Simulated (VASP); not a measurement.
# Fe: single point with BLYP

Fe:

```
CELL_PARAMETERS angstrom
0.00000 2.47046 2.47046
2.47046 0.00000 2.47046
2.47046 2.47046 0.00000
ATOMIC_POSITIONS crystal
Fe 0.12500 0.12500 0.12500
Fe 0.87500 0.87500 0.87500
```

This isn't the form of Fe at room conditions, which is bcc.

| Quantity | Value |
| --- | --- |
| Program | VASP 6.6.1 |
| Task | single point |
| Functional | BLYP |
| Potentials or basis | VASP PAW PBE potentials, release 64 (Fe) |
| Cutoff | 520 eV |
| k mesh | 12 × 12 × 12 |
| Occupations | fermi-dirac, width 0.05 eV |
| Spin | collinear spin, ferromagnetic start |
| Starting moments | [2.5, 2.5] μB |

| Item | Value |
| --- | --- |
| Pressure | -0.9 GPa |
| Band gap on the k mesh | zero (filled and empty bands overlap) |
| Net moment | 0.00 μB per cell |
| Valence electrons inside the program's atomic spheres | Fe 7.44 |

Levels at points of the mesh, in eV from the Fermi level:
Spin up:
```csv
k point,band 5,band 6,band 7,band 8,band 9,band 10,band 11,band 12
"(0.00, 0.00, 0.00)",-2.32,-2.32,-0.38,-0.38,-0.38,1.16,1.16,14.00
"(0.50, 0.00, 0.00)",-2.34,-2.34,-0.87,0.16,0.16,0.92,0.92,2.35
"(0.50, 0.50, 0.00)",-1.34,-1.34,-0.69,-0.69,1.11,1.11,2.69,2.69
```
Spin down:
| k point | band 4 | band 5 | band 6 | band 7 | band 8 | band 9 | band 10 | band 11 | band 12 | band 13 |
| --- | --- | --- | --- | --- | --- | --- | --- | --- | --- | --- |
| (0.00, 0.00, 0.00) | -2.32 | -2.32 | -2.32 | -0.38 | -0.38 | -0.38 | 1.16 | 1.16 | 14.00 | 14.00 |
| (0.50, 0.00, 0.00) | -2.45 | -2.34 | -2.34 | -0.87 | 0.16 | 0.16 | 0.92 | 0.92 | 2.35 | 10.39 |
| (0.50, 0.50, 0.00) | -2.27 | -1.34 | -1.34 | -0.69 | -0.69 | 1.11 | 1.11 | 2.69 | 2.69 | 5.40 |

It took 45 s on 1 thread of Intel(R) Xeon(R) 6975P-C (Granite Rapids) (shared host), peak memory 0.2 GiB.

Caveat: the moments typed at the start vanished in this run; the PAW data sets were made with another functional, which shifts forces and pressure a little.
